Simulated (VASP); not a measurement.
A run of VASP 6.6.1 is set up as follows.

Contents of INCAR:

```
PREC = Accurate
ENCUT = 520
EDIFF = 1E-6
ISMEAR = -1
SIGMA = 0.02
LREAL = False
LASPH = True
NELM = 60
ALGO = Normal
ISIF = 2
LWAVE = False
LCHARG = False
GGA = PE
NBANDS = 17
```

File KPOINTS:

```
regular mesh
0
Gamma
  8 8 8
```

POSCAR

```
TePb
1.0
    0.0000000000      3.2678368488      3.2024801118
    3.2678368488      0.0000000000      3.2024801118
    3.2678368488      3.2678368488      0.0000000000
Pb Te
1 1
Direct
    0.0000000000      0.0000000000      0.0000000000
    0.5000000000      0.5000000000      0.5000000000
```

Potentials or basis: VASP PAW PBE potentials, release 64 (Pb_d, Te).

The run is started by

```bash
$ cat potpaw_PBE.64/Pb_d/POTCAR potpaw_PBE.64/Te/POTCAR > POTCAR
$ mpirun -np 1 vasp_std > vasp.out
```

Predict the band gap on the k mesh.

0.74 eV, direct.

Predict the pressure.

1.5 GPa.

Stress tensor (GPa, compression positive):
```
0.68 0.00 0.00
0.00 0.68 0.00
0.00 0.00 3.10
```

Caveat: the cell differs from its parent crystal (uniaxial z strain -2.0%); spin-orbit coupling is left out, which moves the levels of the heavy elements. A k mesh can miss the band edges.
